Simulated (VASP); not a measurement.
The system is CdS (Hawleyite).

```xyz
2
Lattice="0.0000 2.8771 2.8771 2.8771 0.0000 2.8771 2.8771 2.8771 0.0000" Properties=species:S:1:pos:R:3 pbc="T T T"
Cd    0.0000    0.0000    0.0000
S     4.3156    4.3156    4.3156
```

This cell differs from its parent crystal: volume scaled by 0.96.

Base run:

```yaml
Program: VASP 6.6.1
Functional: PBEsol
Potentials_or_basis: VASP PAW PBE potentials, release 64 (Cd, S)
Cutoff: 520 eV
k_mesh: 8 × 8 × 8
Occupations: fermi-dirac, width 0.05 eV
Spin: no spin polarisation
```

Its results: band gap on the k mesh 1.09 eV, direct; pressure 2.9 GPa.

The run is repeated on the same cell with these changes: functional from PBEsol to RPBE. What comes out?

Band gap on the k mesh 1.42 eV, direct; pressure 8.6 GPa.

RPBE binds less tightly than PBEsol, so the same cell stands under more pressure.

Caveats: the PAW data sets were made with another functional, which shifts forces and pressure a little.

